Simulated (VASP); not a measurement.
# Pd (Im-3m) in VASP: notebook

The runs below take Pd through single point, with PBE.

Program: VASP 6.6.1. These are calculated values, not measurements. Logs are shortened: lines on timing, memory, paths and dates and some standing lists are left out, and cuts for length are marked.

**1. The cell of the first run**

Symmetry: Im-3m, No. 229, cubic system. Conventional cell: a = 3.286 Å, b = 3.286 Å, c = 3.286 Å, α = 90.00°, β = 90.00°, γ = 90.00°. Within 3.7 Å of Pd (site symmetry m-3m) lie 14 Pd at 2.85 to 3.29 Å.

**2. Single point, PBE, collinear spin, zero start**

File INCAR:

```
SYSTEM = Pd
PREC = Accurate ; ENCUT = 500
EDIFF = 1E-6 ; ISMEAR = -1
SIGMA = 0.1 ; LREAL = .FALSE.
LASPH = .TRUE. ; NELM = 200
ALGO = Normal ; ISIF = 2
LWAVE = .FALSE. ; LCHARG = .TRUE.
ISPIN = 2 ; MAGMOM = 0
LORBIT = 11 ; LMAXMIX = 4
GGA = PE ; LELF = .TRUE.
LVHAR = .TRUE. ; NBANDS = 15
GGA_COMPAT = .FALSE.
```

File KPOINTS:

```
regular mesh
0
G
  8 8 8
  0 0 0
```

File POSCAR:

```
Pd
1.0
   -1.6432230000      1.6432230000      1.6432230000
    1.6432230000     -1.6432230000      1.6432230000
    1.6432230000      1.6432230000     -1.6432230000
Pd
1
Direct
    0.0000000000      0.0000000000      0.0000000000
```

Potentials or basis: VASP PAW PBE potentials, release 64 (Pd).

Command:

```
$ cat potpaw_PBE.64/Pd/POTCAR > POTCAR
$ mpirun -np 1 vasp_std > vasp.out
```

OUTCAR:

```text
SYSTEM = Pd
   PREC = Accurate
   ENCUT = 500
   EDIFF = 1E-6
   ISMEAR = -1
   LREAL = .FALSE.
   LASPH = .TRUE.
   NELM = 200
   ISIF = 2
   ISPIN = 2
   LORBIT = 11
   GGA = PE

 ion  position               nearest neighbor table
   1  0.000  0.000  0.000-

  LATTYP: Found a body centered cubic cell.
 ALAT       =     3.2864460000

  Lattice vectors:

 A1 = (  -1.6432230000,   1.6432230000,   1.6432230000)
 A2 = (   1.6432230000,  -1.6432230000,   1.6432230000)
 A3 = (   1.6432230000,   1.6432230000,  -1.6432230000)

Analysis of symmetry for initial positions (statically):
=====================================================================
 Subroutine PRICEL returns:
 Original cell was already a primitive cell.

 Routine SETGRP: Setting up the symmetry group for a
 body centered cubic supercell.

 Subroutine GETGRP returns: Found 48 space group operations
 (whereof 48 operations were pure point group operations)
 out of a pool of 48 trial point group operations.

The static configuration has the point symmetry O_h .

Analysis of symmetry for dynamics (positions and initial velocities):
=====================================================================
 Subroutine PRICEL returns:
 Original cell was already a primitive cell.

 Routine SETGRP: Setting up the symmetry group for a
 body centered cubic supercell.

 Subroutine GETGRP returns: Found 48 space group operations
 (whereof 48 operations were pure point group operations)
 out of a pool of 48 trial point group operations.

The dynamic configuration has the point symmetry O_h .

Analysis of structural, dynamic, and magnetic symmetry:
=====================================================================
 Subroutine PRICEL returns:
 Original cell was already a primitive cell.

 Routine SETGRP: Setting up the symmetry group for a
 body centered cubic supercell.

 Subroutine GETGRP returns: Found 48 space group operations
 (whereof 48 operations were pure point group operations)
 out of a pool of 48 trial point group operations.

The overall configuration has the point symmetry O_h .

 Subroutine INISYM returns: Found 48 space group operations
 (whereof 48 operations are pure point group operations),
 and found     1 'primitive' translations

----------------------------------------------------------------------------------------

                                     Primitive cell

  volume of cell :      17.7480

  direct lattice vectors                    reciprocal lattice vectors
    -1.643223000  1.643223000  1.643223000     0.000000000  0.304280064  0.304280064
     1.643223000 -1.643223000  1.643223000     0.304280064  0.000000000  0.304280064
     1.643223000  1.643223000 -1.643223000     0.304280064  0.304280064  0.000000000

  length of vectors
     2.846145724  2.846145724  2.846145724     0.430316994  0.430316994  0.430316994

  position of ions in fractional coordinates (direct lattice)
     0.000000000  0.000000000  0.000000000

  ion indices of the primitive-cell ions
   primitive index   ion index
                 1           1

----------------------------------------------------------------------------------------

 KPOINTS: regular mesh

Automatic generation of k-mesh.
 Grid dimensions read from file:
 generate k-points for:    8    8    8

 Generating k-lattice:

  Cartesian coordinates                     Fractional coordinates (reciprocal lattice)
     0.000000000  0.038035008  0.038035008     0.125000000  0.000000000  0.000000000
     0.038035008  0.000000000  0.038035008     0.000000000  0.125000000  0.000000000
     0.038035008  0.038035008  0.000000000     0.000000000  0.000000000  0.125000000

  Length of vectors
     0.053789624  0.053789624  0.053789624

  Shift w.r.t. Gamma in fractional coordinates (k-lattice)
     0.000000000  0.000000000  0.000000000

 Subroutine IBZKPT returns following result:
 ===========================================

 Found     29 irreducible k-points:

 Following reciprocal coordinates:
            Coordinates               Weight
  0.000000  0.000000  0.000000      1.000000
  0.125000  0.000000  0.000000     12.000000
  0.250000  0.000000  0.000000     12.000000
  0.375000  0.000000  0.000000     12.000000
  0.500000  0.000000  0.000000      6.000000
  0.125000  0.125000  0.000000     24.000000
[... 16 lines left out ...]
 -0.250000  0.250000  0.250000      6.000000
 -0.375000  0.375000  0.250000     24.000000
 [... further k-points ...]
   k-points           NKPTS =     29   k-points in BZ     NKDIM =     29   number of bands    NBANDS=     15
   number of dos      NEDOS =    301   number of ions     NIONS =      1
   total plane-waves  NPLWV =  13824
   dimension x,y,z NGX =    24 NGY =   24 NGZ =   24
   dimension x,y,z NGXF=    48 NGYF=   48 NGZF=   48
   ions per type =               1
   NGX,Y,Z   is equivalent  to a cutoff of  14.02, 14.02, 14.02 a.u.
   NGXF,Y,Z  is equivalent  to a cutoff of  28.04, 28.04, 28.04 a.u.
 SYSTEM =  Pd
   PREC   = accura    normal or accurate (medium, high low for compatibility)
   ISTART =      0    job   : 0-new  1-cont  2-samecut
   ICHARG =      2    charge: 1-file 2-atom 10-const
   ISPIN  =      2    spin polarized calculation?
   LNONCOLLINEAR =      F non collinear calculations
   LSORBIT =      F    spin-orbit coupling
   LASPH  =      T    aspherical Exc in radial PAW
   ENCUT  =  500.0 eV  36.75 Ry    6.06 a.u.   5.19  5.19  5.19*2*pi/ulx,y,z
   NELM   =    200;   NELMIN=  2; NELMDL= -5     # of ELM steps
   EDIFF  = 0.1E-05   stopping-criterion for ELM
   LREAL  =      F    real-space projection
   EDIFFG = 0.1E-04   stopping-criterion for IOM
   NSW    =      0    number of steps for IOM
   IBRION =     -1    ionic relax: 0-MD 1-quasi-New 2-CG
   NFREE  =      0    steps in history (QN), initial steepest desc. (CG)
   ISIF   =      2    stress and relaxation
   ISYM   =      2    0-nonsym 1-usesym 2-fastsym
   POTIM  = 0.5000    time-step for ionic-motion
   TEBEG  =    0.0;   TEEND  =   0.0 temperature during run
   PSTRESS=    0.0 pullay stress
   NELECT =      10.0000    total number of electrons
   NUPDOWN=      -1.0000    fix difference up-down
   EMIN   =  10.00;   EMAX   =-10.00  energy-range for DOS
   EFERMI =   0.00;   METHOD = LEGACY
   ISMEAR =    -1;   SIGMA  =   0.10  broadening in eV -4-tet -1-fermi 0-gaus
   EFERMI_NEDOS =   21; number of points for ismear=-14 and -15
   IALGO  =     38    algorithm
   IMIX   =      4    mixing-type and parameters
     AMIX     =   0.40;   BMIX     =  1.00
     AMIX_MAG =   1.60;   BMIX_MAG =  1.00
  volume/ion in A,a.u.               =      17.75       119.77
  Fermi-wavevector in a.u.,A,eV,Ry     =   1.352150  2.555194 24.875677  1.828311
  Thomas-Fermi vector in A             =   2.479513
   LORBIT       =     11    0 simple, 1 ext, 2 COOP (PROOUT), +10 PAW based schemes
   GGA     = PE    functional components
   LHFCALC =     F    Hartree Fock is set to
   AEXX    =    0.0000 exact exchange contribution
   IVDW    =     0    specifies the selected vdW correction
   LEPSILON=     F    determine dielectric tensor
   LRPA    =     F    only Hartree local field effects (RPA)
 spin polarized calculation
  energy-cutoff  :      500.00
  volume of cell :       17.75
 maximum number of plane-waves:       466
 NGX is ok and might be reduce to    24
   NGX = 11   NGY = 11   NGZ = 11

 number of electron      10.0000002 magnetization       0.0000045

 number of electron      10.0000002 magnetization      -0.0000019

 Free energy of the ion-electron system (eV)
  ---------------------------------------------------
  ext. energy  EPLUGINS =         0.00000000
  ---------------------------------------------------
  free energy    TOTEN  =        -5.05169532 eV

  energy without entropy =       -4.99531432  energy(sigma->0) =       -5.02350482

 E-fermi :   6.9810     XC(G=0): -12.0567

 val. band max:        6.9659268858   @ k =  -0.3750   0.5000   0.2500
 cond. band min:       7.1181826308   @ k =   0.5000   0.5000   0.5000
 fundamental gap:      0.1522557451
 Fermi energy:         6.9810158178

 spin component 1

 k-point     1 :       0.0000    0.0000    0.0000
  band No.  band energies     occupation
      1       1.1711      1.00000
      2       4.7613      1.00000
      3       4.7613      1.00000
      4       4.7613      1.00000
      5       6.2660      0.99922
      6       6.2660      0.99922
      7      25.8382      0.00000
      8      25.8382      0.00000
      9      25.8382      0.00000
     10      32.5670      0.00000
     11      32.5670      0.00000
     12      32.8342      0.00000
     13      32.8342      0.00000
     14      32.8342      0.00000
     15      34.1514      0.00000
[... 397 lines left out ...]
 k-point    24 :      -0.3750    0.3750    0.2500
  band No.  band energies     occupation
      1       3.8536      1.00000
      2       4.1668      1.00000
      3       5.2705      1.00000
      4       5.7152      1.00000
      5       6.7388      0.91850
      6       9.6100      0.00000
      7      17.4995      0.00000
      8      19.8262      0.00000
      9      22.2579      0.00000
     10      24.5531      0.00000
     11      31.6132      0.00000
     12      33.3161      0.00000
     13      34.0077      0.00000
     14      34.8875      0.00000
     15      37.6802      0.00000

 [... further k-points ...]

 spin component 2

 k-point     1 :       0.0000    0.0000    0.0000
  band No.  band energies     occupation
      1       1.1711      1.00000
      2       4.7613      1.00000
      3       4.7613      1.00000
      4       4.7613      1.00000
      5       6.2660      0.99922
      6       6.2660      0.99922
      7      25.8382      0.00000
      8      25.8382      0.00000
      9      25.8382      0.00000
     10      32.5670      0.00000
     11      32.5670      0.00000
     12      32.8342      0.00000
     13      32.8342      0.00000
     14      32.8342      0.00000
     15      34.1515      0.00000
[... 397 lines left out ...]
 k-point    24 :      -0.3750    0.3750    0.2500
  band No.  band energies     occupation
      1       3.8536      1.00000
      2       4.1668      1.00000
      3       5.2705      1.00000
      4       5.7152      1.00000
      5       6.7388      0.91850
      6       9.6100      0.00000
      7      17.4995      0.00000
      8      19.8262      0.00000
      9      22.2579      0.00000
     10      24.5531      0.00000
     11      31.6132      0.00000
     12      33.3161      0.00000
     13      34.0078      0.00000
     14      34.8875      0.00000
     15      37.6802      0.00000

 [... further k-points ...]

------------------------ aborting loop because EDIFF is reached ----------------------------------------

  FORCE on cell =-STRESS in cart. coord.  units (eV):
  Direction    XX          YY          ZZ          XY          YZ          ZX
  --------------------------------------------------------------------------------------
  -------------------------------------------------------------------------------------
  Total       -1.6725865     -1.6725865     -1.6725865      0.0000000     -0.0000000      0.0000000
  in kB     -150.9905142   -150.9905142   -150.9905142      0.0000000     -0.0000000      0.0000000
  external PRESSURE =    -150.9905142 kB  Pullay stress =       0.0000000 kB

 VOLUME and BASIS-vectors are now :
 -----------------------------------------------------------------------------
  energy-cutoff  :      500.00
  volume of cell :       17.75
      direct lattice vectors                 reciprocal lattice vectors
    -1.643223000  1.643223000  1.643223000     0.000000000  0.304280064  0.304280064
     1.643223000 -1.643223000  1.643223000     0.304280064  0.000000000  0.304280064
     1.643223000  1.643223000 -1.643223000     0.304280064  0.304280064  0.000000000

 POSITION                                       TOTAL-FORCE (eV/Angst)
 -----------------------------------------------------------------------------------
      0.00000      0.00000      0.00000         0.000000      0.000000      0.000000
 -----------------------------------------------------------------------------------
    total drift:                               -0.000000      0.000000      0.000000

  FREE ENERGIE OF THE ION-ELECTRON SYSTEM (eV)
  ---------------------------------------------------
  free  energy   TOTEN  =        -5.0516953159 eV

  energy  without entropy=       -4.9953143208  energy(sigma->0) =       -5.02350482

 total charge

# of ion       s       p       d       tot
------------------------------------------
    1        0.402   0.310   8.429   9.140

 magnetization (x)

# of ion       s       p       d       tot
------------------------------------------
    1        0.000   0.000  -0.000  -0.000
```

Run time: 20 s. Hardware: 1 thread of Intel Xeon 8259CL, shared host; peak memory 0.15 GiB.

What came out:

| Item | Value |
| --- | --- |
| Free energy | -5.0517 eV |
| Pressure | -15.1 GPa |
| Band gap on the k mesh | zero (filled and empty bands overlap) |
| Net moment | 0.00 μB per cell |
| Valence electrons inside the program's atomic spheres | Pd 9.14 |

Levels at points of the mesh, in eV from the Fermi level:
Spin up:
```tsv
k point	band 1	band 2	band 3	band 4	band 5	band 6	band 7	band 8	band 9	band 10
(0.00, 0.00, 0.00)	-5.81	-2.22	-2.22	-2.22	-0.72	-0.72	18.86	18.86	18.86	25.59
(0.50, 0.00, 0.00)	-4.01	-3.11	-0.79	-0.56	0.42	1.73	6.54	14.59	16.05	21.77
(0.50, 0.50, 0.50)	-3.89	-3.89	0.14	0.14	0.14	8.57	8.57	8.57	14.81	15.64
```
Spin down:
```tsv
k point	band 2	band 3	band 4	band 5	band 6	band 7	band 8	band 9
(0.00, 0.00, 0.00)	-2.22	-2.22	-2.22	-0.72	-0.72	18.86	18.86	18.86
(0.50, 0.00, 0.00)	-3.11	-0.79	-0.56	0.42	1.73	6.54	14.59	16.05
(0.50, 0.50, 0.50)	-3.89	0.14	0.14	0.14	8.57	8.57	8.57	14.81
```

**3. Single point, PBE, collinear spin, zero start**

File INCAR:

```
PREC     = Accurate       # precision mode
ENCUT    = 500            # plane-wave cutoff, eV
EDIFF    = 1E-6           # SCF threshold, eV
ISMEAR   = -1             # smearing method
SIGMA    = 0.1            # smearing width, eV
LREAL    = F              # projectors in reciprocal space
LASPH    = T              # aspherical terms in the spheres
NELM     = 200            # most SCF steps
ALGO     = Normal         # electronic algorithm
ISIF     = 2              # what is computed and relaxed
LWAVE    = F              # write WAVECAR
LCHARG   = F              # write CHGCAR
ISPIN    = 2              # spin polarisation
MAGMOM   = 0              # initial moments
LORBIT   = 11             # projections on sites
LMAXMIX  = 4              # l up to which the mixer works
GGA      = PE             # functional
NBANDS   = 15             # bands
GGA_COMPAT= F
```

File KPOINTS:

```
regular mesh
0
Gamma
  8 8 8
```

POSCAR is that of step 2.

Potentials or basis: VASP PAW PBE potentials, release 64 (Pd).

Command:

```
$ cat potpaw_PBE.64/Pd/POTCAR > POTCAR
$ mpirun -np 1 vasp_std > vasp.out
```

OUTCAR:

```text
PREC = Accurate
   ENCUT = 500
   EDIFF = 1E-6
   ISMEAR = -1
   LREAL = F
   LASPH = T
   NELM = 200
   ISIF = 2
   ISPIN = 2
   LORBIT = 11
   GGA = PE

 ion  position               nearest neighbor table
   1  0.000  0.000  0.000-

  LATTYP: Found a body centered cubic cell.
 ALAT       =     3.2864460000

  Lattice vectors:

 A1 = (  -1.6432230000,   1.6432230000,   1.6432230000)
 A2 = (   1.6432230000,  -1.6432230000,   1.6432230000)
 A3 = (   1.6432230000,   1.6432230000,  -1.6432230000)

Analysis of symmetry for initial positions (statically):
[... 1072 lines left out ...]
  Total       -1.6725865     -1.6725865     -1.6725865      0.0000000     -0.0000000      0.0000000
  in kB     -150.9905142   -150.9905142   -150.9905142      0.0000000     -0.0000000      0.0000000
  external PRESSURE =    -150.9905142 kB  Pullay stress =       0.0000000 kB

 VOLUME and BASIS-vectors are now :
 -----------------------------------------------------------------------------
  energy-cutoff  :      500.00
  volume of cell :       17.75
      direct lattice vectors                 reciprocal lattice vectors
    -1.643223000  1.643223000  1.643223000     0.000000000  0.304280064  0.304280064
     1.643223000 -1.643223000  1.643223000     0.304280064  0.000000000  0.304280064
     1.643223000  1.643223000 -1.643223000     0.304280064  0.304280064  0.000000000

 POSITION                                       TOTAL-FORCE (eV/Angst)
 -----------------------------------------------------------------------------------
      0.00000      0.00000      0.00000         0.000000      0.000000      0.000000
 -----------------------------------------------------------------------------------
    total drift:                               -0.000000      0.000000      0.000000

  FREE ENERGIE OF THE ION-ELECTRON SYSTEM (eV)
  ---------------------------------------------------
  free  energy   TOTEN  =        -5.0516953159 eV

  energy  without entropy=       -4.9953143208  energy(sigma->0) =       -5.02350482

 total charge

# of ion       s       p       d       tot
------------------------------------------
    1        0.402   0.310   8.429   9.140

 magnetization (x)

# of ion       s       p       d       tot
------------------------------------------
    1        0.000   0.000  -0.000  -0.000
```

Wall time 22 s (1 thread of Intel Xeon 8259CL, shared host); peak memory 0.15 GiB.

Results:

| Quantity | Value |
| --- | --- |
| Free energy | -5.0517 eV |
| Pressure | -15.1 GPa |
| Band gap on the k mesh | zero (filled and empty bands overlap) |
| Net moment | 0.00 μB per cell |
| Valence electrons inside the program's atomic spheres | Pd 9.14 |
